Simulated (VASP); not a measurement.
# TiTe3Se: relaxation of cell and atoms with PBE

Crystal: TiTe3Se.

```
Ti Te Se
1.0
     5.28845    0.00000    0.00000
     0.00000    5.28845    0.00000
     0.00000    0.00000    5.28845
Ti Te Se
1 3 1
Direct
  0.50000 0.50000 0.50000
  0.00000 0.50000 0.50000
  0.50000 0.00000 0.50000
  0.50000 0.50000 0.00000
  0.00000 0.00000 0.00000
```

The cell was generated, and may not be a known phase.

```json
{
  "Program": "VASP 6.6.1",
  "Task": "relaxation of cell and atoms",
  "Functional": "PBE",
  "Potentials or basis": "VASP PAW PBE potentials, release 64 (Ti_sv, Te, Se)",
  "Cutoff": "600 eV",
  "k mesh": "8 × 8 × 8",
  "Occupations": "gaussian, width 0.1 eV",
  "Spin": "no spin polarisation",
  "Dipole correction": "no",
  "Further INCAR settings": "ALGO = Normal; EDIFF = 1e-06; IBRION = 2; EDIFFG = -0.01; NSW = 100; ISIF = 3"
}
```

The relaxed volume is 29.26 Å³/atom, the relaxed cell is a = 5.269 Å, b = 5.269 Å, c = 5.269 Å, α = 90.00°, β = 90.00°, γ = 90.00° and the space group after relaxing (to 0.1 Å) is Pm-3m (No. 221). The energy gained by relaxing is 0.5 meV/atom. The ionic steps are 3. The pressure after relaxing is 0.0 GPa and the band gap on the k mesh is zero (bands 18 and 19 overlap by 1.26 eV).

The path:
```
step  energy change (eV)  largest force (eV/Å)  pressure (GPa)  volume (Å³)
   1              0.0000                0.0000           -0.53       147.91
   2             -0.0025                0.0000            0.16       145.84
   3             -0.0027                0.0000            0.01       146.28
```

Final structure:
```cif
data_structure
_symmetry_space_group_name_H-M 'P 1'
_symmetry_Int_Tables_number 1
_cell_length_a 5.2691
_cell_length_b 5.2691
_cell_length_c 5.2691
_cell_angle_alpha 90.000
_cell_angle_beta 90.000
_cell_angle_gamma 90.000
_cell_volume 146.28
loop_
_atom_site_label
_atom_site_type_symbol
_atom_site_fract_x
_atom_site_fract_y
_atom_site_fract_z
_atom_site_occupancy
Ti1 Ti 0.50000 0.50000 0.50000 1
Te1 Te 0.00000 0.50000 0.50000 1
Te2 Te 0.50000 0.00000 0.50000 1
Te3 Te 0.50000 0.50000 0.00000 1
Se1 Se 0.00000 0.00000 0.00000 1
```

Levels at points of the mesh, in eV from the Fermi level:
```tsv
k point	band 13	band 14	band 15	band 16	band 17	band 18	band 19	band 20	band 21	band 22
(0.00, 0.00, 0.00)	-0.99	-0.99	-0.73	-0.73	-0.73	0.02	0.02	0.02	1.33	1.33
(0.50, 0.00, 0.00)	-2.81	-1.62	-1.35	-1.04	-0.29	-0.29	-0.08	-0.08	0.06	1.37
(0.50, 0.50, 0.00)	-2.54	-2.54	-2.32	-2.32	-1.13	0.61	0.61	0.95	1.63	1.71
(0.50, 0.50, 0.50)	-2.90	-2.90	-0.08	-0.08	-0.08	1.00	1.00	1.00	2.22	2.22
```

Wall time 4.7 min on 1 thread of AMD EPYC 7R13 Processor (Zen 3) (shared host), peak memory 0.35 GiB.

Caveat: spin-orbit coupling is left out, which moves the levels of the heavy elements.
